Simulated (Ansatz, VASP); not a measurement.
Two plane-wave programs on Al

```xyz
2
Lattice="2.8258 0.0000 0.0000 -1.4129 2.4472 0.0000 0.0000 0.0000 4.6098" Properties=species:S:1:pos:R:3 pbc="T T T"
Al    1.4129    0.8157    3.4573
Al    0.0000    1.6315    1.1524
```

Alike in both runs: functional r2SCAN; dispersion D4; k mesh 7 × 7 × 4; occupations fermi-dirac, width 0.3 eV; no spin polarisation.

Ansatz relaxed the structure, and its values are those at the end. VASP's run is a single point on that final structure, the one shown.

|  | VASP | Ansatz |
| --- | --- | --- |
| version | VASP 6.6.1 | Ansatz 0.2.0 |
| potentials or method | VASP PAW PBE potentials, release 64 (Al), cutoff 520 eV | plane waves, PAW |
| valence electrons in the cell | 6 | 6 |

VASP gave:

```
pressure (GPa) : -0.3
```

Task: Estimate Ansatz's values.

Result: Pressure (GPa): 0.0.

VASP's potentials were made for PBE, not for r2SCAN.

The k mesh is coarse, so the values compare programs but aren't converged.
